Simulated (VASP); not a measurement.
Here is a VASP 6.6.1 calculation.

File INCAR:

```
SYSTEM = GaN
PREC = Accurate ; ENCUT = 520
EDIFF = 1E-6 ; ISMEAR = -1
SIGMA = 0.05 ; LREAL = .False.
LASPH = .True. ; NELM = 150
ALGO = Normal ; ISIF = 2
LWAVE = .False. ; LCHARG = .False.
MAGMOM = 0 0 0 0 0 0 ; LORBIT = 11
LSORBIT = .True. ; GGA_COMPAT = .False.
LORBMOM = .True. ; GGA = PS
NBANDS = 30
```

KPOINTS

```
regular mesh
0
Gamma
  7 7 7
  0 0 0
```

The input POSCAR:

```
GaN
1.0
    0.0000000000      2.2535006075      2.2535006075
    2.2535006075      0.0000000000      2.2535006075
    2.2535006075      2.2535006075      0.0000000000
Ga N
1 1
Direct
    0.0000000000      0.0000000000      0.0000000000
    0.2500000000      0.2500000000      0.2500000000
```

Potentials or basis: VASP PAW PBE potentials, release 64 (Ga_d, N).

Launch:

```bash
$ cat potpaw_PBE.64/Ga_d/POTCAR potpaw_PBE.64/N/POTCAR > POTCAR
$ mpirun -np 1 vasp_ncl > vasp.out
```

(1) Predict the pressure.

(2) Estimate the net moment.

Results:

(1) -1.3 GPa.

(2) 0.00 μB per cell.

Caveat: the PAW data sets were made with another functional, which shifts forces and pressure a little.
